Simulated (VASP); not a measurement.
# TiB2 (P6/mmm) in VASP: further runs

TiB2 is run at these levels: PBEsol; tasks: relaxation of shape and atoms at fixed volume.

All numbers are computed with VASP 6.6.1; they aren't measurements. Logs are shortened: lines on timing, memory, paths and dates and some standing lists are left out, and cuts for length are marked.

## 1. The cell of the first run

The structure is hexagonal, space group P6/mmm (No. 191). The conventional cell has a = 2.959 Å, b = 2.959 Å, c = 3.113 Å, α = 90.00°, β = 90.00°, γ = 120.00°. Ti (site symmetry 6/mmm) has 12 B at 2.31 Å and 8 Ti at 2.96 to 3.11 Å within 3.2 Å. Within 2.4 Å of B (site symmetry -6m2) lie 3 B at 1.71 Å and 6 Ti at 2.31 Å.

## 2. Relaxation of shape and atoms at fixed volume, PBEsol (7.87 Å³/atom)

The input, INCAR:

```
ALGO = Normal
EDIFF = 1E-6
EDIFFG = -0.01
ENCUT = 600
GGA = PS
IBRION = 2
ISIF = 4
ISMEAR = 0
LASPH = T
LCHARG = F
LREAL = F
LWAVE = F
NELM = 100
NSW = 50
PREC = Accurate
SIGMA = 0.1
```

The input, KPOINTS:

```
k-points
0
Gamma
  18 18 14
```

The input, POSCAR:

```
TiB2
1.0
    2.9594600186      0.0000000000      0.0000000000
   -1.4797300093      2.5629675576      0.0000000000
    0.0000000000      0.0000000000      3.1126593526
Ti B
1 2
Direct
    0.0000000000      0.0000000000      0.0000000000
    0.3333333333      0.6666666667      0.5000000000
    0.6666666667      0.3333333333      0.5000000000
```

Potentials or basis: VASP PAW PBE potentials, release 64 (Ti_sv, B).

Launch:

```console
$ cat potpaw_PBE.64/Ti_sv/POTCAR potpaw_PBE.64/B/POTCAR > POTCAR
$ mpirun -np 1 vasp_std > vasp.out
```

OUTCAR:

```text
EDIFF = 1E-6
   EDIFFG = -0.01
   ENCUT = 600
   GGA = PS
   IBRION = 2
   ISIF = 4
   ISMEAR = 0
   LASPH = T
   LREAL = F
   NELM = 100
   NSW = 50
   PREC = Accurate

 ion  position               nearest neighbor table
   1  0.000  0.000  0.000-   2 2.31   3 2.31   2 2.31   3 2.31   3 2.31   3 2.31   2 2.31   2 2.31
                             3 2.31   3 2.31   2 2.31   2 2.31
   2  0.333  0.667  0.500-   3 1.71   3 1.71   3 1.71   1 2.31   1 2.31   1 2.31   1 2.31   1 2.31
                             1 2.31
   3  0.667  0.333  0.500-   2 1.71   2 1.71   2 1.71   1 2.31   1 2.31   1 2.31   1 2.31   1 2.31
                             1 2.31

  LATTYP: Found a hexagonal cell.
 ALAT       =     2.9594600186
 C/A-ratio  =     1.0517659752

  Lattice vectors:

 A1 = (   2.9594600186,   0.0000000000,   0.0000000000)
 A2 = (  -1.4797300093,   2.5629675576,   0.0000000000)
 A3 = (   0.0000000000,   0.0000000000,   3.1126593526)

Analysis of symmetry for initial positions (statically):
=====================================================================
 Subroutine PRICEL returns:
 Original cell was already a primitive cell.

 Routine SETGRP: Setting up the symmetry group for a
 hexagonal supercell.

 Subroutine GETGRP returns: Found 24 space group operations
 (whereof 24 operations were pure point group operations)
 out of a pool of 24 trial point group operations.

The static configuration has the point symmetry D_6h.

Analysis of symmetry for dynamics (positions and initial velocities):
=====================================================================
 Subroutine PRICEL returns:
 Original cell was already a primitive cell.

 Routine SETGRP: Setting up the symmetry group for a
 hexagonal supercell.

 Subroutine GETGRP returns: Found 24 space group operations
 (whereof 24 operations were pure point group operations)
 out of a pool of 24 trial point group operations.

The dynamic configuration has the point symmetry D_6h.

 Subroutine INISYM returns: Found 24 space group operations
 (whereof 24 operations are pure point group operations),
 and found     1 'primitive' translations

----------------------------------------------------------------------------------------

                                     Primitive cell

  volume of cell :      23.6095

  direct lattice vectors                    reciprocal lattice vectors
     2.959460019  0.000000000  0.000000000     0.337899480  0.195086355  0.000000000
    -1.479730009  2.562967558  0.000000000     0.000000000  0.390172711  0.000000000
     0.000000000  0.000000000  3.112659353     0.000000000  0.000000000  0.321268692

  length of vectors
     2.959460019  2.959460019  3.112659353     0.390172711  0.390172711  0.321268692

  position of ions in fractional coordinates (direct lattice)
     0.000000000  0.000000000  0.000000000
     0.333333333  0.666666667  0.500000000
     0.666666667  0.333333333  0.500000000

  ion indices of the primitive-cell ions
   primitive index   ion index
                 1           1
                 2           2
                 3           3

----------------------------------------------------------------------------------------

 KPOINTS: k-points

Automatic generation of k-mesh.
 Grid dimensions read from file:
 generate k-points for:   18   18   14

 Generating k-lattice:

  Cartesian coordinates                     Fractional coordinates (reciprocal lattice)
     0.018772193  0.010838131  0.000000000     0.055555556  0.000000000  0.000000000
     0.000000000  0.021676262  0.000000000     0.000000000  0.055555556  0.000000000
     0.000000000  0.000000000  0.022947764     0.000000000  0.000000000  0.071428571

  Length of vectors
[... 71 lines left out ...]
   EFERMI_NEDOS =   21; number of points for ismear=-14 and -15
   IALGO  =     38    algorithm
   IMIX   =      4    mixing-type and parameters
     AMIX     =   0.40;   BMIX     =  1.00
     AMIX_MAG =   1.60;   BMIX_MAG =  1.00
  volume/ion in A,a.u.               =       7.87        53.11
  Fermi-wavevector in a.u.,A,eV,Ry     =   1.495558  2.826195 30.432067  2.236694
  Thomas-Fermi vector in A             =   2.607687
   LORBIT       =      0    0 simple, 1 ext, 2 COOP (PROOUT), +10 PAW based schemes
   GGA     = PS    functional components
   LHFCALC =     F    Hartree Fock is set to
   AEXX    =    0.0000 exact exchange contribution
   IVDW    =     0    specifies the selected vdW correction
   LEPSILON=     F    determine dielectric tensor
   LRPA    =     F    only Hartree local field effects (RPA)
 conjugate gradient relaxation of ions
 non-spin polarized calculation
 Gauss-broadening in eV      SIGMA  =   0.10
  energy-cutoff  :      600.00
  volume of cell :       23.61
 maximum number of plane-waves:       804
 NGX is ok and might be reduce to    24
   NGX = 11   NGY = 11   NGZ = 13

--------------------------------------- Ionic step        1  -------------------------------------------

 number of electron      18.0000000 magnetization

 Free energy of the ion-electron system (eV)
  ---------------------------------------------------
  ext. energy  EPLUGINS =         0.00000000
  ---------------------------------------------------
  free energy    TOTEN  =       -25.70871567 eV

  energy without entropy =      -25.70706769  energy(sigma->0) =      -25.70789168

------------------------ aborting loop because EDIFF is reached ----------------------------------------

  FORCE on cell =-STRESS in cart. coord.  units (eV):
  Direction    XX          YY          ZZ          XY          YZ          ZX
  --------------------------------------------------------------------------------------
  -------------------------------------------------------------------------------------
  Total        2.8692056      2.8692056      2.5838711      0.0000000     -0.0000000      0.0000000
  in kB      194.7085744    194.7085744    175.3453485      0.0000000     -0.0000000      0.0000000
  external PRESSURE =     188.2541657 kB  Pullay stress =       0.0000000 kB

 VOLUME and BASIS-vectors are now :
 -----------------------------------------------------------------------------
  energy-cutoff  :      600.00
  volume of cell :       23.61
      direct lattice vectors                 reciprocal lattice vectors
     2.959460019  0.000000000  0.000000000     0.337899480  0.195086355  0.000000000
    -1.479730009  2.562967558  0.000000000     0.000000000  0.390172711  0.000000000
     0.000000000  0.000000000  3.112659353     0.000000000  0.000000000  0.321268692

 POSITION                                       TOTAL-FORCE (eV/Angst)
 -----------------------------------------------------------------------------------
      0.00000      0.00000      0.00000        -0.000000      0.000000     -0.000000
     -0.00000      1.70865      1.55633         0.000000      0.000000      0.000000
      1.47973      0.85432      1.55633        -0.000000      0.000000     -0.000000
 -----------------------------------------------------------------------------------
    total drift:                               -0.000000      0.000000     -0.000000

  FREE ENERGIE OF THE ION-ELECTRON SYSTEM (eV)
  ---------------------------------------------------
  free  energy   TOTEN  =       -25.7087156695 eV

  energy  without entropy=      -25.7070676909  energy(sigma->0) =      -25.70789168

--------------------------------------- Ionic step        2  -------------------------------------------

 number of electron      18.0000000 magnetization

 Free energy of the ion-electron system (eV)
  ---------------------------------------------------
  ext. energy  EPLUGINS =         0.00000000
  ---------------------------------------------------
  free energy    TOTEN  =       -25.70910497 eV

  energy without entropy =      -25.70743608  energy(sigma->0) =      -25.70827052

 E-fermi :  10.8701     XC(G=0): -13.2813

 val. band max:       10.8592964133   @ k =   0.0556   0.0000   0.3571
 cond. band min:      10.8776277015   @ k =   0.0556   0.0000   0.4286
 fundamental gap:      0.0183312882
 Fermi energy:        10.8700908459

 k-point     1 :       0.0000    0.0000    0.0000
  band No.  band energies     occupation
      1     -45.6288      2.00000
      2     -22.0952      2.00000
      3     -21.7430      2.00000
      4     -21.7430      2.00000
      5      -3.0532      2.00000
      6       7.9371      2.00000
      7       7.9371      2.00000
      8       8.5238      2.00000
      9       8.7329      2.00000
     10      12.9985      0.00000
     11      12.9985      0.00000
     12      15.0501      0.00000
     13      15.0501      0.00000
[... 354 lines left out ...]
  band No.  band energies     occupation
      1     -45.5533      2.00000
      2     -22.2417      2.00000
      3     -22.0025      2.00000
      4     -21.9008      2.00000
      5       0.6211      2.00000
      6       2.2973      2.00000
      7       6.1483      2.00000
      8       7.6699      2.00000
      9       9.5684      2.00000
     10      11.4505      0.00000
     11      13.3888      0.00000
     12      14.2758      0.00000
     13      15.7511      0.00000

 [... further k-points ...]

------------------------ aborting loop because EDIFF is reached ----------------------------------------

  FORCE on cell =-STRESS in cart. coord.  units (eV):
  Direction    XX          YY          ZZ          XY          YZ          ZX
  --------------------------------------------------------------------------------------
  -------------------------------------------------------------------------------------
  Total        2.7404858      2.7404858      2.7696804     -0.0000000     -0.0000000      0.0000000
  in kB      185.9734531    185.9734531    187.9546439     -0.0000000     -0.0000000      0.0000000
  external PRESSURE =     186.6338500 kB  Pullay stress =       0.0000000 kB

 VOLUME and BASIS-vectors are now :
 -----------------------------------------------------------------------------
  energy-cutoff  :      600.00
  volume of cell :       23.61
      direct lattice vectors                 reciprocal lattice vectors
     2.963993386  0.000000000  0.000000000     0.337382669  0.194787975  0.000000000
    -1.481996693  2.566893569 -0.000000000     0.000000000  0.389575950  0.000000000
     0.000000000 -0.000000000  3.103145137     0.000000000  0.000000000  0.322253699

 POSITION                                       TOTAL-FORCE (eV/Angst)
 -----------------------------------------------------------------------------------
      2.96399     -0.00000      3.10315        -0.000000      0.000000     -0.000000
     -0.00000      1.71126      1.55157        -0.000000      0.000000     -0.000000
      1.48200      0.85563      1.55157         0.000000     -0.000000      0.000000
 -----------------------------------------------------------------------------------
    total drift:                                0.000000      0.000000     -0.000000

  FREE ENERGIE OF THE ION-ELECTRON SYSTEM (eV)
  ---------------------------------------------------
  free  energy   TOTEN  =       -25.7091049655 eV

  energy  without entropy=      -25.7074360838  energy(sigma->0) =      -25.70827052

 reached required accuracy - stopping structural energy minimisation
```

Run time: 2.2 min. Hardware: 1 thread of Intel Xeon 8259CL, shared host; peak memory 0.24 GiB.

What came out:

* Free energy: -25.7091 eV
* Energy gained by relaxing: 0.1 meV/atom
* Ionic steps: 2
* Pressure after relaxing: 18.7 GPa
* Band gap on the k mesh: zero (bands 9 and 10 overlap by 0.69 eV)

The path:
| step | energy change (eV) | largest force (eV/Å) | pressure (GPa) | volume (Å³) |
| --- | --- | --- | --- | --- |
| 1 | 0.0000 | 0.0000 | 18.83 | 23.61 |
| 2 | -0.0004 | 0.0000 | 18.66 | 23.61 |

Final structure:
```xyz
3
Lattice="2.9640 0.0000 0.0000 -1.4820 2.5669 0.0000 0.0000 0.0000 3.1031" Properties=species:S:1:pos:R:3 pbc="T T T"
Ti    2.9640    0.0000    3.1031
B     0.0000    1.7113    1.5516
B     1.4820    0.8556    1.5516
```

Caveat: the PAW data sets were made with another functional, which shifts forces and pressure a little.

## 3. Relaxation of shape and atoms at fixed volume, PBEsol (8.12 Å³/atom)

This run uses another cell than the first one, of 8.12 Å³/atom.

The input, INCAR:

```
SYSTEM = TiB2
PREC = Accurate
ENCUT = 600
EDIFF = 1E-6
ISMEAR = 0
SIGMA = 0.1
LREAL = .FALSE.
LASPH = .TRUE.
NELM = 100
ALGO = Normal
ISIF = 4
LWAVE = .FALSE.
LCHARG = .FALSE.
GGA = PS
IBRION = 2
NSW = 50
EDIFFG = -0.01
```

The input, KPOINTS:

```
Automatic mesh
0
G
  18 18 14
  0 0 0
```

The input, POSCAR:

```
TiB2
1.0
    2.9867276313      0.0000000000      0.0000000000
   -1.4933638156      2.5865820029      0.0000000000
    0.0000000000      0.0000000000      3.1536187554
Ti B
1 2
Direct
    0.0000000000      0.0000000000      0.0000000000
    0.3333333333      0.6666666667      0.5000000000
    0.6666666667      0.3333333333      0.5000000000
```

Potentials or basis: VASP PAW PBE potentials, release 64 (Ti_sv, B).

Launch:

```console
$ cat potpaw_PBE.64/Ti_sv/POTCAR potpaw_PBE.64/B/POTCAR > POTCAR
$ mpirun -np 1 vasp_std > vasp.out
```

Run time: 2.6 min. Hardware: 1 thread of Intel Xeon 8259CL, shared host; peak memory 0.25 GiB.

The run converged. Its results:

```
Free energy               : -25.7738 eV
Energy gained by relaxing : 0.1 meV/atom
Ionic steps               : 2
Pressure after relaxing   : 8.8 GPa
Band gap on the k mesh    : zero (bands 9 and 10 overlap by 0.66 eV)
```

Stress tensor (GPa, compression positive):
```
8.75 0.00 0.00
0.00 8.75 0.00
0.00 0.00 8.90
```

Step by step:
```tsv
step	energy change (eV)	largest force (eV/Å)	pressure (GPa)	volume (Å³)
1	0.0000	0.0000	8.97	24.36
2	-0.0004	0.0000	8.80	24.36
```

Final structure:
```cif
data_structure
_symmetry_space_group_name_H-M 'P 1'
_symmetry_Int_Tables_number 1
_cell_length_a 2.9913
_cell_length_b 2.9913
_cell_length_c 3.1441
_cell_angle_alpha 90.000
_cell_angle_beta 90.000
_cell_angle_gamma 120.000
_cell_volume 24.36
loop_
_atom_site_label
_atom_site_type_symbol
_atom_site_fract_x
_atom_site_fract_y
_atom_site_fract_z
_atom_site_occupancy
Ti1 Ti 0.00000 0.00000 0.00000 1
B1 B 0.33333 0.66667 0.50000 1
B2 B 0.66667 0.33333 0.50000 1
```

Levels at points of the mesh, in eV from the Fermi level:
| k point | band 7 | band 8 | band 9 | band 10 | band 11 | band 12 |
| --- | --- | --- | --- | --- | --- | --- |
| (0.00, 0.00, 0.00) | -2.83 | -2.27 | -2.19 | 2.03 | 2.03 | 3.99 |
| (0.50, 0.00, 0.00) | -3.39 | -3.31 | -2.47 | 1.43 | 2.89 | 3.43 |
| (0.00, 0.00, 0.50) | -0.61 | -0.61 | -0.32 | -0.32 | 0.43 | 0.43 |
| (0.50, 0.00, 0.50) | -4.91 | -4.06 | -3.19 | 2.75 | 3.11 | 4.95 |

Caveat: the PAW data sets were made with another functional, which shifts forces and pressure a little.

## 4. Relaxation of shape and atoms at fixed volume, PBEsol (8.62 Å³/atom)

This run uses another cell than the first one, of 8.62 Å³/atom.

The input, INCAR:

```
SYSTEM = TiB2
PREC = Accurate ; ENCUT = 600
EDIFF = 1E-6 ; ISMEAR = 0
SIGMA = 0.1 ; LREAL = .False.
LASPH = .True. ; NELM = 100
ALGO = Normal ; ISIF = 4
LWAVE = .False. ; LCHARG = .False.
GGA = PS ; IBRION = 2
NSW = 50 ; EDIFFG = -0.01
```

The input, KPOINTS:

```
regular mesh
0
Gamma
  18 18 14
  0 0 0
```

The input, POSCAR:

```
TiB2
1.0
    3.0470818241      0.0000000000      0.0000000000
   -1.5235409120      2.6388502670      0.0000000000
    0.0000000000      0.0000000000      3.2173453946
Ti B
1 2
Direct
    0.0000000000      0.0000000000      0.0000000000
    0.3333333333      0.6666666667      0.5000000000
    0.6666666667      0.3333333333      0.5000000000
```

Potentials or basis: VASP PAW PBE potentials, release 64 (Ti_sv, B).

Launch:

```console
$ cat potpaw_PBE.64/Ti_sv/POTCAR potpaw_PBE.64/B/POTCAR > POTCAR
$ mpirun -np 1 vasp_std > vasp.out
```

OUTCAR:

```text
SYSTEM = TiB2
   PREC = Accurate
   ENCUT = 600
   EDIFF = 1E-6
   ISMEAR = 0
   LREAL = .False.
   LASPH = .True.
   NELM = 100
   ISIF = 4
   GGA = PS
   IBRION = 2
   NSW = 50
   EDIFFG = -0.01

 ion  position               nearest neighbor table
   1  0.000  0.000  0.000-   2 2.38   3 2.38   2 2.38   3 2.38   2 2.38   2 2.38   3 2.38   3 2.38
                             3 2.38   3 2.38   2 2.38   2 2.38
   2  0.333  0.667  0.500-   3 1.76   3 1.76   3 1.76   1 2.38   1 2.38   1 2.38   1 2.38   1 2.38
[... 634 lines left out ...]
  Direction    XX          YY          ZZ          XY          YZ          ZX
  --------------------------------------------------------------------------------------
  -------------------------------------------------------------------------------------
  Total       -1.1407783     -1.1407783     -1.1477799     -0.0000000     -0.0000000      0.0000000
  in kB      -70.6505078    -70.6505078    -71.0841269     -0.0000000     -0.0000000      0.0000000
  external PRESSURE =     -70.7950475 kB  Pullay stress =       0.0000000 kB

 VOLUME and BASIS-vectors are now :
 -----------------------------------------------------------------------------
  energy-cutoff  :      600.00
  volume of cell :       25.87
      direct lattice vectors                 reciprocal lattice vectors
     3.043350212 -0.000000000 -0.000000000     0.328585253  0.189708784 -0.000000000
    -1.521675106  2.635618596 -0.000000000     0.000000000  0.379417569 -0.000000000
     0.000000000  0.000000000  3.225240145     0.000000000  0.000000000  0.310054432

 POSITION                                       TOTAL-FORCE (eV/Angst)
 -----------------------------------------------------------------------------------
      1.52168      2.63562      3.22524         0.000000     -0.000000     -0.000000
     -0.00000      1.75708      1.61262        -0.000000      0.000000      0.000000
      1.52168      0.87854      1.61262         0.000000     -0.000000     -0.000000
 -----------------------------------------------------------------------------------
    total drift:                               -0.000000      0.000000     -0.000000

  FREE ENERGIE OF THE ION-ELECTRON SYSTEM (eV)
  ---------------------------------------------------
  free  energy   TOTEN  =       -25.7795192138 eV

  energy  without entropy=      -25.7777511238  energy(sigma->0) =      -25.77863517

 reached required accuracy - stopping structural energy minimisation
```

Run time: 2.9 min. Hardware: 1 thread of Intel Xeon 8259CL, shared host; peak memory 0.25 GiB.

Results:

```yaml
Free_energy: -25.7795 eV
Energy_gained_by_relaxing: 0.1 meV/atom
Ionic_steps: 2
Pressure_after_relaxing: -7.1 GPa
Band_gap_on_the_k_mesh: zero (bands 9 and 10 overlap by 0.60 eV)
```

The path:
```tsv
step	energy change (eV)	largest force (eV/Å)	pressure (GPa)	volume (Å³)
1	0.0000	0.0000	-7.19	25.87
2	-0.0003	0.0000	-7.08	25.87
```

Final structure:
```
Ti B
1.0
     3.04335    0.00000    0.00000
    -1.52168    2.63562    0.00000
     0.00000    0.00000    3.22524
Ti B
1 2
Direct
  0.00000 0.00000 0.00000
  0.33333 0.66667 0.50000
  0.66667 0.33333 0.50000
```

Caveat: the PAW data sets were made with another functional, which shifts forces and pressure a little.

## 5. Summary

```csv
cell,gap on the mesh (eV),pressure (GPa)
"relaxed from a = 2.959, b = 2.959, c = 3.113 Å, angles 90.0, 90.0, 120.0°, 3 atoms",none,18.7
"relaxed from a = 2.987, b = 2.987, c = 3.154 Å, angles 90.0, 90.0, 120.0°, 3 atoms",none,8.8
"relaxed from a = 3.047, b = 3.047, c = 3.217 Å, angles 90.0, 90.0, 120.0°, 3 atoms",none,-7.1
```

Alike in all rows: task relaxation of shape and atoms at fixed volume; level PBEsol; potentials or basis VASP PAW PBE potentials, release 64 (Ti_sv, B); no spin polarisation; k mesh 18 × 18 × 14; cutoff (eV) 600; smearing gaussian 0.1 eV.

Caveats: the PAW data sets were made with another functional, which shifts forces and pressure a little.

Total energies depend on the potentials used, so only differences within one code and one set of settings carry meaning.
